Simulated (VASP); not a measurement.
# Al in VASP: further runs

Runs on Al. Level: PBE. Tasks: single point.

All numbers are computed with VASP 6.6.1; they aren't measurements. Logs are shortened: lines on timing, memory, paths and dates and some standing lists are left out, and cuts for length are marked.

## (1) The cell of the first run

The cell holds a slab with vacuum, 12 atoms: a = 5.293 Å, b = 5.680 Å, c = 28.297 Å, α = 90.00°, β = 90.00°, γ = 90.00°.

## (2) Single point, PBE

Input file INCAR:

```
SYSTEM = Al
ALGO = Fast ; DIPOL = 0.5 0.5 0.653
EDIFF = 1E-6 ; ENCUT = 520
GGA = PE ; IDIPOL = 3
ISIF = 2 ; ISMEAR = 0
LASPH = .True. ; LCHARG = .False.
LDIPOL = .True. ; LREAL = .False.
LWAVE = .False. ; NBANDS = 30
NELM = 80 ; PREC = Accurate
SIGMA = 0.1
```

Input file KPOINTS:

```
k-points
0
Gamma
  7 6 1
  0 0 0
```

Input file POSCAR:

```
Al
1.0
    5.2931304608      0.0000000000      0.0000000000
    0.0000000000      5.6802178802      0.0000000000
    0.0000000000      0.0000000000     28.2970942347
Al
12
Direct
    0.8948717640      0.2080217110      0.5605663651
    0.3841425956      0.3424618990      0.5834045763
    0.8856441506      0.6881131788      0.5833083805
    0.3961612973      0.8222255397      0.5604650900
    0.6451796178      0.0915781959      0.6479434573
    0.0640957540      0.4274352437      0.6570053564
    0.5637965330      0.6070673127      0.6567791413
    0.1451465447      0.9431216689      0.6473550403
    0.2806651710      0.1492425348      0.7326279045
    0.7550084149      0.3843578347      0.7371199619
    0.2567455174      0.6470256921      0.7372305106
    0.7818382489      0.8815633439      0.7326014487
```

Potentials or basis: VASP PAW PBE potentials, release 64 (Al).

Started as:

```bash
$ cat potpaw_PBE.64/Al/POTCAR > POTCAR
$ mpirun -np 1 vasp_std > vasp.out
```

OUTCAR:

```text
SYSTEM = Al
   EDIFF = 1E-6
   ENCUT = 520
   GGA = PE
   ISIF = 2
   ISMEAR = 0
   LASPH = .True.
   LREAL = .False.
   NELM = 80
   PREC = Accurate

 ion  position               nearest neighbor table
   1  0.895  0.208  0.561-   2 2.78   3 2.80   5 2.88   2 2.88   3 3.02   6 3.13   8 3.17
   2  0.384  0.342  0.583-   5 2.70   6 2.73   7 2.73   1 2.78   4 2.80   1 2.88   4 3.03   8 3.17
                             3 3.29   3 3.30
   3  0.886  0.688  0.583-   8 2.70   6 2.73   7 2.73   4 2.78   1 2.80   4 2.88   1 3.02   5 3.20
                             2 3.29   2 3.30
   4  0.396  0.822  0.560-   3 2.78   2 2.80   8 2.88   3 2.88   2 3.03   7 3.12   5 3.19
   5  0.645  0.092  0.648-   2 2.70  12 2.77   8 2.78   8 2.78   7 2.80   1 2.88   6 2.94   7 2.97
                            10 3.08   9 3.09   4 3.19   3 3.20
   6  0.064  0.427  0.657-   3 2.73   2 2.73  11 2.78   8 2.80  10 2.81   7 2.83   7 2.84   9 2.90
                             5 2.94   8 2.97   1 3.13
   7  0.564  0.607  0.657-   3 2.73   2 2.73  10 2.79   5 2.80  11 2.81   6 2.83   6 2.84  12 2.89
                             8 2.94   5 2.97   4 3.12
   8  0.145  0.943  0.647-   3 2.70   9 2.78   5 2.78   5 2.78   6 2.80   4 2.88   7 2.94   6 2.97
                            12 3.10  11 3.11   2 3.17   1 3.17
   9  0.281  0.149  0.733-   8 2.78  11 2.83  10 2.85  11 2.86   6 2.90  12 3.05  12 3.06  10 3.09
                             5 3.09
  10  0.755  0.384  0.737-   7 2.79   6 2.81  12 2.83   9 2.85  12 2.86  11 3.03  11 3.05   5 3.08
                             9 3.09
  11  0.257  0.647  0.737-   6 2.78   7 2.81   9 2.83  12 2.85   9 2.86  10 3.03  10 3.05  12 3.08
                             8 3.11
  12  0.782  0.882  0.733-   5 2.77  10 2.83  11 2.85  10 2.86   7 2.89   9 3.05   9 3.06  11 3.08
                             8 3.10

  LATTYP: Found a simple orthorhombic cell.
 ALAT       =     5.2931304608
 B/A-ratio  =     1.0731301490
 C/A-ratio  =     5.3460035501

  Lattice vectors:

 A1 = (   5.2931304608,   0.0000000000,   0.0000000000)
 A2 = (   0.0000000000,   5.6802178802,   0.0000000000)
 A3 = (   0.0000000000,   0.0000000000,  28.2970942347)

Analysis of symmetry for initial positions (statically):
=====================================================================
 Subroutine PRICEL returns:
 Original cell was already a primitive cell.

 Routine SETGRP: Setting up the symmetry group for a
 simple orthorhombic supercell.

 Subroutine GETGRP returns: Found  1 space group operations
 (whereof  1 operations were pure point group operations)
 out of a pool of  8 trial point group operations.

The static configuration has the point symmetry C_1 .

Analysis of symmetry for dynamics (positions and initial velocities):
=====================================================================
 Subroutine PRICEL returns:
 Original cell was already a primitive cell.

 Routine SETGRP: Setting up the symmetry group for a
 simple orthorhombic supercell.

 Subroutine GETGRP returns: Found  1 space group operations
 (whereof  1 operations were pure point group operations)
 out of a pool of  8 trial point group operations.

The dynamic configuration has the point symmetry C_1 .

 Subroutine INISYM returns: Found  1 space group operations
 (whereof  1 operations are pure point group operations),
 and found     1 'primitive' translations

----------------------------------------------------------------------------------------

                                     Primitive cell

  volume of cell :     850.7842

  direct lattice vectors                    reciprocal lattice vectors
     5.293130461  0.000000000  0.000000000     0.188924117  0.000000000  0.000000000
     0.000000000  5.680217880  0.000000000     0.000000000  0.176049585  0.000000000
     0.000000000  0.000000000 28.297094235     0.000000000  0.000000000  0.035339318

  length of vectors
     5.293130461  5.680217880 28.297094235     0.188924117  0.176049585  0.035339318

  position of ions in fractional coordinates (direct lattice)
     0.894871764  0.208021711  0.560566365
     0.384142596  0.342461899  0.583404576
     0.885644151  0.688113179  0.583308381
     0.396161297  0.822225540  0.560465090
     0.645179618  0.091578196  0.647943457
     0.064095754  0.427435244  0.657005356
     0.563796533  0.607067313  0.656779141
     0.145146545  0.943121669  0.647355040
     0.280665171  0.149242535  0.732627904
     0.755008415  0.384357835  0.737119962
     0.256745517  0.647025692  0.737230511
     0.781838249  0.881563344  0.732601449

  ion indices of the primitive-cell ions
   primitive index   ion index
                 1           1
                 2           2
                 3           3
                 4           4
                 5           5
                 6           6
                 7           7
                 8           8
                 9           9
                10          10
                11          11
                12          12

----------------------------------------------------------------------------------------

 KPOINTS: k-points

Automatic generation of k-mesh.
 Grid dimensions read from file:
 generate k-points for:    7    6    1

 Generating k-lattice:

  Cartesian coordinates                     Fractional coordinates (reciprocal lattice)
     0.026989160  0.000000000  0.000000000     0.142857143  0.000000000  0.000000000
     0.000000000  0.029341597  0.000000000     0.000000000  0.166666667  0.000000000
     0.000000000  0.000000000  0.035339318     0.000000000  0.000000000  1.000000000

  Length of vectors
     0.026989160  0.029341597  0.035339318

  Shift w.r.t. Gamma in fractional coordinates (k-lattice)
     0.000000000  0.000000000  0.000000000

 Subroutine IBZKPT returns following result:
 ===========================================

 Found     22 irreducible k-points:

 Following reciprocal coordinates:
            Coordinates               Weight
  0.000000  0.000000  0.000000      1.000000
  0.142857  0.000000  0.000000      2.000000
  0.285714  0.000000  0.000000      2.000000
  0.428571  0.000000  0.000000      2.000000
  0.000000  0.166667  0.000000      2.000000
  0.142857  0.166667  0.000000      2.000000
[... 14 lines left out ...]
  0.285714  0.500000  0.000000      2.000000
  0.428571  0.500000  0.000000      2.000000
   k-points           NKPTS =     22   k-points in BZ     NKDIM =     22   number of bands    NBANDS=     30
   number of dos      NEDOS =    301   number of ions     NIONS =     12
   total plane-waves  NPLWV = 352800
   dimension x,y,z NGX =    40 NGY =   42 NGZ =  210
   dimension x,y,z NGXF=    80 NGYF=   84 NGZF=  420
   ions per type =              12
   NGX,Y,Z   is equivalent  to a cutoff of  12.56, 12.29, 12.34 a.u.
   NGXF,Y,Z  is equivalent  to a cutoff of  25.13, 24.58, 24.68 a.u.
 SYSTEM =  Al
   PREC   = accura    normal or accurate (medium, high low for compatibility)
   ISTART =      0    job   : 0-new  1-cont  2-samecut
   ICHARG =      2    charge: 1-file 2-atom 10-const
   ISPIN  =      1    spin polarized calculation?
   LNONCOLLINEAR =      F non collinear calculations
   LSORBIT =      F    spin-orbit coupling
   LASPH  =      T    aspherical Exc in radial PAW
   ENCUT  =  520.0 eV  38.22 Ry    6.18 a.u.   9.84 10.56 52.61*2*pi/ulx,y,z
   NELM   =     80;   NELMIN=  2; NELMDL= -5     # of ELM steps
   EDIFF  = 0.1E-05   stopping-criterion for ELM
   LREAL  =      F    real-space projection
   EDIFFG = 0.1E-04   stopping-criterion for IOM
   NSW    =      0    number of steps for IOM
   IBRION =     -1    ionic relax: 0-MD 1-quasi-New 2-CG
   NFREE  =      0    steps in history (QN), initial steepest desc. (CG)
   ISIF   =      2    stress and relaxation
   ISYM   =      2    0-nonsym 1-usesym 2-fastsym
   POTIM  = 0.5000    time-step for ionic-motion
   TEBEG  =    0.0;   TEEND  =   0.0 temperature during run
   PSTRESS=    0.0 pullay stress
   NELECT =      36.0000    total number of electrons
   NUPDOWN=      -1.0000    fix difference up-down
   EMIN   =  10.00;   EMAX   =-10.00  energy-range for DOS
   EFERMI =   0.00;   METHOD = LEGACY
   ISMEAR =     0;   SIGMA  =   0.10  broadening in eV -4-tet -1-fermi 0-gaus
   EFERMI_NEDOS =   21; number of points for ismear=-14 and -15
   IALGO  =     68    algorithm
   IMIX   =      4    mixing-type and parameters
     AMIX     =   0.40;   BMIX     =  1.00
     AMIX_MAG =   1.60;   BMIX_MAG =  1.00
  volume/ion in A,a.u.               =      70.90       478.45
  Fermi-wavevector in a.u.,A,eV,Ry     =   0.570474  1.078040  4.427888  0.325441
  Thomas-Fermi vector in A             =   1.610541
   LORBIT       =      0    0 simple, 1 ext, 2 COOP (PROOUT), +10 PAW based schemes
   GGA     = PE    functional components
   LHFCALC =     F    Hartree Fock is set to
   AEXX    =    0.0000 exact exchange contribution
   IVDW    =     0    specifies the selected vdW correction
   LEPSILON=     F    determine dielectric tensor
   LRPA    =     F    only Hartree local field effects (RPA)
 non-spin polarized calculation
 RMM-DIIS sequential band-by-band and
 Gauss-broadening in eV      SIGMA  =   0.10
  energy-cutoff  :      520.00
  volume of cell :      850.78
 maximum number of plane-waves:     22979
 NGX is ok and might be reduce to    40
   NGX = 19   NGY = 21   NGZ =105

 dipolmoment           0.000000      0.000000     -0.003172 electrons x Angstroem

 number of electron      36.0000000 magnetization

 dipolmoment           0.000000      0.000000      0.001815 electrons x Angstroem

 Free energy of the ion-electron system (eV)
  ---------------------------------------------------
  ext. energy  EPLUGINS =         0.00000000
  ---------------------------------------------------
  free energy    TOTEN  =       -40.96792253 eV

  energy without entropy =      -40.93444649  energy(sigma->0) =      -40.95118451

 E-fermi :  -1.1705     XC(G=0):  -3.1175

 val. band max:       -1.1777401929   @ k =   0.1429   0.5000   0.0000
 cond. band min:      -1.1695180274   @ k =   0.0000   0.3333   0.0000
 fundamental gap:      0.0082221655
 Fermi energy:        -1.1705418771

 k-point     1 :       0.0000    0.0000    0.0000
  band No.  band energies     occupation
      1     -11.3376      2.00000
      2      -9.5580      2.00000
      3      -6.9461      2.00000
      4      -6.8711      2.00000
      5      -6.8006      2.00000
      6      -6.2327      2.00000
[... 22 lines left out ...]
     29       1.3804      0.00000
     30       2.1410      0.00000

 k-point     2 :       0.1429    0.0000    0.0000
  band No.  band energies     occupation
      1     -11.2302      2.00000
      2      -9.4516      2.00000
      3      -7.5284      2.00000
      4      -6.8409      2.00000
      5      -6.7666      2.00000
      6      -6.6899      2.00000
[... 22 lines left out ...]
     29       1.5678      0.00000
     30       1.6338      0.00000

 k-point     3 :       0.2857    0.0000    0.0000
  band No.  band energies     occupation
      1     -10.9087      2.00000
      2      -9.1328      2.00000
      3      -8.6794      2.00000
      4      -6.9248      2.00000
      5      -6.5263      2.00000
      6      -6.4539      2.00000
[... 616 lines left out ...]
     29       2.3717      0.00000
     30       2.4064      0.00000

 k-point    22 :       0.4286    0.5000    0.0000
  band No.  band energies     occupation
      1      -9.3265      2.00000
      2      -9.1620      2.00000
      3      -8.5848      2.00000
      4      -8.4202      2.00000
      5      -7.5934      2.00000
      6      -7.3682      2.00000
[... 22 lines left out ...]
     29       2.1452      0.00000
     30       2.1772      0.00000

------------------------ aborting loop because EDIFF is reached ----------------------------------------

 vacuum level on the upper side and lower side of the slab       (xc-potential included)        -0.089        -0.097

  FORCE on cell =-STRESS in cart. coord.  units (eV):
  Direction    XX          YY          ZZ          XY          YZ          ZX
  --------------------------------------------------------------------------------------
  -------------------------------------------------------------------------------------
  Total       -7.8006369     -5.6936336     -0.5420139      0.0205660     -0.0052893      0.1140520
  in kB      -14.6899803    -10.7221199     -1.0207081      0.0387294     -0.0099607      0.2147801
  external PRESSURE =      -8.8109361 kB  Pullay stress =       0.0000000 kB

 VOLUME and BASIS-vectors are now :
 -----------------------------------------------------------------------------
  energy-cutoff  :      520.00
  volume of cell :      850.78
      direct lattice vectors                 reciprocal lattice vectors
     5.293130461  0.000000000  0.000000000     0.188924117  0.000000000  0.000000000
     0.000000000  5.680217880  0.000000000     0.000000000  0.176049585  0.000000000
     0.000000000  0.000000000 28.297094235     0.000000000  0.000000000  0.035339318

 POSITION                                       TOTAL-FORCE (eV/Angst)
 -----------------------------------------------------------------------------------
      4.73667      1.18161     15.86240        -0.013620     -0.416507      0.504922
      2.03332      1.94526     16.50865         0.028297     -0.193514     -0.624485
      4.68783      3.90863     16.50593         0.027734      0.196369     -0.633209
      2.09693      4.67042     15.85953        -0.005956      0.416291      0.503850
      3.41502      0.52018     18.33492         0.005200      0.010707      0.141265
      0.33927      2.42793     18.59134        -0.062224     -0.031189      0.050864
      2.98425      3.44827     18.58494        -0.059544      0.023889      0.051708
      0.76828      5.35714     18.31827         0.008937     -0.007258      0.151999
      1.48560      0.84773     20.73124        -0.075471     -0.108711     -0.039494
      3.99636      2.18324     20.85835         0.113002     -0.149959     -0.035836
      1.35899      3.67525     20.86148         0.107166      0.147912     -0.034484
      4.13837      5.00747     20.73049        -0.073522      0.111972     -0.037099
 -----------------------------------------------------------------------------------
    total drift:                                0.000032      0.000011      0.000044

  FREE ENERGIE OF THE ION-ELECTRON SYSTEM (eV)
  ---------------------------------------------------
  free  energy   TOTEN  =       -40.9679225349 eV

  energy  without entropy=      -40.9344464889  energy(sigma->0) =      -40.95118451

 vacuum level on the upper side and lower side of the slab         2.742         2.733
```

Wall time 9 min (1 thread of Intel Xeon 6975P-C (Granite Rapids), shared host); peak memory 0.94 GiB.

Results:

| Item | Value |
| --- | --- |
| Free energy | -40.9679 eV |
| Largest force | 0.664 eV/Å |
| Band gap on the k mesh | zero (bands 18 and 19 overlap by 1.11 eV) |

Forces in eV/Å, atoms in the order of the input:
```
Al  -0.014 -0.417  0.505
Al   0.028 -0.194 -0.624
Al   0.028  0.196 -0.633
Al  -0.006  0.416  0.504
Al   0.005  0.011  0.141
Al  -0.062 -0.031  0.051
Al  -0.060  0.024  0.052
Al   0.009 -0.007  0.152
Al  -0.075 -0.109 -0.039
Al   0.113 -0.150 -0.036
Al   0.107  0.148 -0.034
Al  -0.074  0.112 -0.037
```

Levels at points of the mesh, in eV from the Fermi level:
```csv
k point,band 14,band 15,band 16,band 17,band 18,band 19,band 20,band 21,band 22,band 23
"(0.00, 0.00, 0.00)",-1.38,-1.07,-0.75,-0.73,-0.45,-0.29,-0.27,0.51,0.77,1.00
"(0.00, 0.50, 0.00)",-1.85,-1.69,-1.61,-0.46,-0.22,0.10,0.31,0.67,0.74,1.55
```

## (3) Single point, PBE

This run uses another cell than the first one.

Input file INCAR:

```
SYSTEM = Al
PREC = Accurate
ENCUT = 520
EDIFF = 1E-6
ISMEAR = 0
SIGMA = 0.1
LREAL = .False.
LASPH = .True.
NELM = 60
ALGO = Fast
ISIF = 2
LWAVE = .False.
LCHARG = .True.
LDIPOL = .True.
IDIPOL = 3
DIPOL = 0.5 0.5 0.652
GGA = PE
LELF = .True.
LVHAR = .True.
LVACPOTAV = .True.
NBANDS = 30
```

Input file KPOINTS:

```
regular mesh
0
Gamma
  7 6 1
  0 0 0
```

Input file POSCAR:

```
Al
1.0
    5.2931304608      0.0000000000      0.0000000000
    0.0000000000      5.6802178802      0.0000000000
    0.0000000000      0.0000000000     28.4770942347
Al
12
Direct
    0.3754402169      0.8038141738      0.5576128114
    0.8739542726      0.7021764185      0.5836332018
    0.3727818851      0.3283834867      0.5836251630
    0.8743711670      0.2271063329      0.5576728438
    0.1723083528      0.5856926528      0.6575376811
    0.5948151359      0.9591919307      0.6441977333
    0.0948088325      0.0692696946      0.6440555977
    0.6725077753      0.4426592711      0.6573855425
    0.8519300616      0.6436666525      0.7388393000
    0.3352869010      0.8936636356      0.7307999212
    0.8357070118      0.1333824277      0.7307337203
    0.3531231231      0.3834574015      0.7387957891
```

Potentials or basis: VASP PAW PBE potentials, release 64 (Al).

Started as:

```bash
$ cat potpaw_PBE.64/Al/POTCAR > POTCAR
$ mpirun -np 1 vasp_std > vasp.out
```

Run time: 9 min. Hardware: 1 thread of Intel Xeon 6975P-C (Granite Rapids), shared host; peak memory 0.96 GiB.

Results (log left out):

```yaml
Free_energy: -40.6780 eV
Largest_force: 0.588 eV/Å
Band_gap_on_the_k_mesh: zero (bands 18 and 19 overlap by 0.94 eV)
Work_function_of_the_upper_face: 4.03 eV
Work_function_of_the_lower_face: 4.00 eV
```

Forces on the atoms (eV/Å):
```
Al  -0.123  0.295  0.463
Al   0.092  0.210 -0.534
Al   0.094 -0.218 -0.538
Al  -0.130 -0.296  0.463
Al   0.040  0.083 -0.035
Al  -0.022  0.088  0.169
Al  -0.017 -0.086  0.172
Al   0.043 -0.081 -0.034
Al  -0.037 -0.110 -0.064
Al   0.053 -0.103  0.002
Al   0.051  0.110  0.000
Al  -0.043  0.108 -0.064
```

Levels at points of the mesh, in eV from the Fermi level:
```
           k point  band 14  band 15  band 16  band 17  band 18  band 19  band 20  band 21  band 22  band 23
(0.00, 0.00, 0.00)    -1.35    -1.04    -0.77    -0.76    -0.44    -0.14     0.05     0.34     0.89     0.92
(0.00, 0.50, 0.00)    -1.97    -1.73    -1.63    -0.42    -0.18     0.24     0.34     0.67     0.68     1.46
```

The gap in the log of VASP goes by the Fermi energy; the results here count the filled bands.